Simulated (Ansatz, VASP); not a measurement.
## Au in VASP and in Ansatz

```
Au
1.0
     0.00000    2.07173    2.07173
     2.07173    0.00000    2.07173
     2.07173    2.07173    0.00000
Au
1
Direct
  0.00000 0.00000 0.00000
```

Alike in both runs: functional PBE; k mesh 17 × 17 × 17; occupations fermi-dirac, width 0.05 eV; non-collinear spin, spin-orbit coupling.

Ansatz relaxed the structure, and its values are those at the end. VASP's run is a single point on that final structure, the one shown.

|  | VASP | Ansatz |
| --- | --- | --- |
| version | VASP 6.6.1 | Ansatz 0.2.0 |
| potentials or method | VASP PAW PBE potentials, release 64 (Au) | PAW with Ansatz's default frozen-core files, fully relativistic files with spin-orbit coupling |
| plane-wave cutoff (eV) | 520 | 420 |
| valence electrons in the cell | 11 | 19 |

|  | VASP | Ansatz | Ansatz less VASP |
| --- | --- | --- | --- |
| pressure (GPa) | 0.1 | 0.0 | -0.08 |
| net moment per atom (μB) | 0.00 | 0.00 | 0.000 |

With one functional, cell and mesh, what is left measures potentials, basis and numerics. VASP's potentials hold 11 valence electrons a cell and Ansatz's 19, so a difference there can come from the potentials and not from the codes.
